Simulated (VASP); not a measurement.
# MgH2 (Fm-3m) in VASP: further runs, part 2 of 2

VASP 6.6.1.

## 4. Single point, LDA

This run uses another cell than the first one, of 9.54 Å³/atom, 1.039 times its volume.

The input, INCAR:

```
PREC = Accurate
ENCUT = 520
EDIFF = 1E-6
ISMEAR = -1
SIGMA = 0.1
LREAL = F
LASPH = T
NELM = 100
ALGO = Normal
ISIF = 2
LWAVE = F
LCHARG = T
GGA = CA
LELF = T
LVHAR = T
NBANDS = 9
```

The input, KPOINTS:

```
Automatic mesh
0
Gamma
  8 8 8
```

The input, POSCAR:

```
MgH2
1.0
    0.0000000000      2.4277664442      2.4277664442
    2.4277664442      0.0000000000      2.4277664442
    2.4277664442      2.4277664442      0.0000000000
Mg H
1 2
Direct
    0.0000000000      0.0000000000      0.0000000000
    0.7500000000      0.7500000000      0.7500000000
    0.2500000000      0.2500000000      0.2500000000
```

Potentials or basis: VASP PAW LDA potentials, release 64 (Mg, H).

The run is started by

```sh
> cat potpaw_LDA.64/Mg/POTCAR potpaw_LDA.64/H/POTCAR > POTCAR
> mpirun -np 1 vasp_std > vasp.out
```

OUTCAR:

```text
PREC = Accurate
   ENCUT = 520
   EDIFF = 1E-6
   ISMEAR = -1
   LREAL = F
   LASPH = T
   NELM = 100
   ISIF = 2
   GGA = CA

 ion  position               nearest neighbor table
   1  0.000  0.000  0.000-   2 2.10   2 2.10   3 2.10   3 2.10   2 2.10   2 2.10   3 2.10   3 2.10

   2  0.750  0.750  0.750-   1 2.10   1 2.10   1 2.10   1 2.10
   3  0.250  0.250  0.250-   1 2.10   1 2.10   1 2.10   1 2.10

  LATTYP: Found a face centered cubic cell.
 ALAT       =     4.8555328884

  Lattice vectors:

 A1 = (   0.0000000000,   2.4277664442,   2.4277664442)
 A2 = (   2.4277664442,   0.0000000000,   2.4277664442)
 A3 = (   2.4277664442,   2.4277664442,   0.0000000000)

Analysis of symmetry for initial positions (statically):
=====================================================================
 Subroutine PRICEL returns:
 Original cell was already a primitive cell.

 Routine SETGRP: Setting up the symmetry group for a
 face centered cubic supercell.

 Subroutine GETGRP returns: Found 48 space group operations
 (whereof 48 operations were pure point group operations)
 out of a pool of 48 trial point group operations.

[... 174 lines left out ...]
      2       3.4823      0.00004
      3      11.4006      0.00000
      4      11.4006      0.00000
      5      11.4006      0.00000
      6      13.4821      0.00000
      7      13.4821      0.00000
      8      13.4821      0.00000
      9      14.5969      0.00000
[... 265 lines left out ...]
 k-point    24 :      -0.3750    0.2500    0.1250
  band No.  band energies     occupation
      1      -2.5351      2.00000
      2      -2.4588      2.00000
      3       5.4484      0.00000
      4       5.6313      0.00000
      5      10.8552      0.00000
      6      10.9289      0.00000
      7      15.9820      0.00000
      8      16.3402      0.00000
      9      17.8791      0.00000

 [... further k-points ...]

------------------------ aborting loop because EDIFF is reached ----------------------------------------

  FORCE on cell =-STRESS in cart. coord.  units (eV):
  Direction    XX          YY          ZZ          XY          YZ          ZX
  --------------------------------------------------------------------------------------
  -------------------------------------------------------------------------------------
  Total       -1.2191378     -1.2191378     -1.2191378     -0.0000000      0.0000000      0.0000000
  in kB      -68.2515756    -68.2515756    -68.2515756     -0.0000000      0.0000000      0.0000000
  external PRESSURE =     -68.2515756 kB  Pullay stress =       0.0000000 kB

 VOLUME and BASIS-vectors are now :
 -----------------------------------------------------------------------------
  energy-cutoff  :      520.00
  volume of cell :       28.62
      direct lattice vectors                 reciprocal lattice vectors
     0.000000000  2.427766444  2.427766444    -0.205950618  0.205950618  0.205950618
     2.427766444  0.000000000  2.427766444     0.205950618 -0.205950618  0.205950618
     2.427766444  2.427766444  0.000000000     0.205950618  0.205950618 -0.205950618

 POSITION                                       TOTAL-FORCE (eV/Angst)
 -----------------------------------------------------------------------------------
      0.00000      0.00000      0.00000        -0.000000     -0.000000      0.000000
      3.64165      3.64165      3.64165         0.000000      0.000000      0.000000
      1.21388      1.21388      1.21388        -0.000000     -0.000000     -0.000000
 -----------------------------------------------------------------------------------
    total drift:                                0.000000      0.000000      0.000000

  FREE ENERGIE OF THE ION-ELECTRON SYSTEM (eV)
  ---------------------------------------------------
  free  energy   TOTEN  =        -9.1188064402 eV

  energy  without entropy=       -9.1111511984  energy(sigma->0) =       -9.11497882
```

OSZICAR:

```text
N       E                     dE             d eps       ncg     rms          rms(c)
DAV:   1    -0.522203444042E+01   -0.52220E+01   -0.17184E+03   554   0.333E+02
DAV:   2    -0.972861458387E+01   -0.45066E+01   -0.41963E+01   680   0.398E+01
DAV:   3    -0.981912397462E+01   -0.90509E-01   -0.90394E-01   676   0.520E+00
DAV:   4    -0.981924157358E+01   -0.11760E-03   -0.11760E-03   695   0.177E-01
DAV:   5    -0.981924181874E+01   -0.24516E-06   -0.24523E-06   646   0.755E-03    0.449E+00
DAV:   6    -0.928703155500E+01    0.53221E+00   -0.42188E-01   546   0.231E+00    0.218E+00
DAV:   7    -0.911856095593E+01    0.16847E+00   -0.47820E-01   555   0.265E+00    0.384E-01
DAV:   8    -0.911970645110E+01   -0.11455E-02   -0.10132E-02   564   0.454E-01    0.161E-01
DAV:   9    -0.911880194676E+01    0.90450E-03   -0.19895E-03   590   0.152E-01    0.137E-02
DAV:  10    -0.911881108228E+01   -0.91355E-05   -0.83860E-05   639   0.478E-02    0.181E-02
DAV:  11    -0.911880661635E+01    0.44659E-05   -0.89220E-06   566   0.103E-02    0.322E-03
DAV:  12    -0.911880644024E+01    0.17611E-06   -0.92446E-07   324   0.442E-03
   1 F= -.91188064E+01 E0= -.91149788E+01  d E =-.765524E-02
```

stdout:

```text
POSCAR found type information on POSCAR MgH
 POSCAR found :  2 types and       3 ions
 scaLAPACK will be used
 LDA part: xc-table for (Slater(with rela. corr.)+CA(PZ))
 , standard interpolation
 POSCAR, INCAR and KPOINTS ok, starting setup
 FFT: planning ... GRIDC
 FFT: planning ... GRID_SOFT
 FFT: planning ... GRID
 WAVECAR not read
 entering main loop
```

Wall time 5.7 s (1 thread of Intel Xeon 6975P-C, shared host); peak memory 0.14 GiB.

What came out:

```yaml
Free_energy: -9.1188 eV
Pressure: -6.8 GPa
Band_gap_on_the_k_mesh: zero (band 2 reaches 3.48 eV, above the bottom of band 3 at 1.90 eV)
```

Levels at points of the mesh, in eV from the Fermi level:
```csv
k point,band 1,band 2,band 3,band 4,band 5,band 6,band 7
"(0.00, 0.00, 0.00)",-9.58,1.08,9.00,9.00,9.00,11.08,11.08
"(0.50, 0.00, 0.00)",-5.47,-5.34,6.62,6.71,8.53,8.53,8.70
"(0.50, 0.50, 0.00)",-5.42,-2.10,-0.50,4.40,4.40,7.34,15.99
```

## 5. Summary

```tsv
cell	gap on the mesh (eV)	pressure (GPa)
a = 3.390 Å, angles 60.0°, 3 atoms	none	-5.1
a = 3.412 Å, angles 60.0°, 3 atoms	none	-6.0
a = 3.433 Å, angles 60.0°, 3 atoms	none	-6.8
```

Alike in all rows: task single point; level LDA; potentials or basis VASP PAW LDA potentials, release 64 (Mg, H); no spin polarisation; k mesh 8 × 8 × 8; cutoff (eV) 520; smearing fermi-dirac 0.1 eV.

Absolute energies hang on the potentials; compare differences alone.
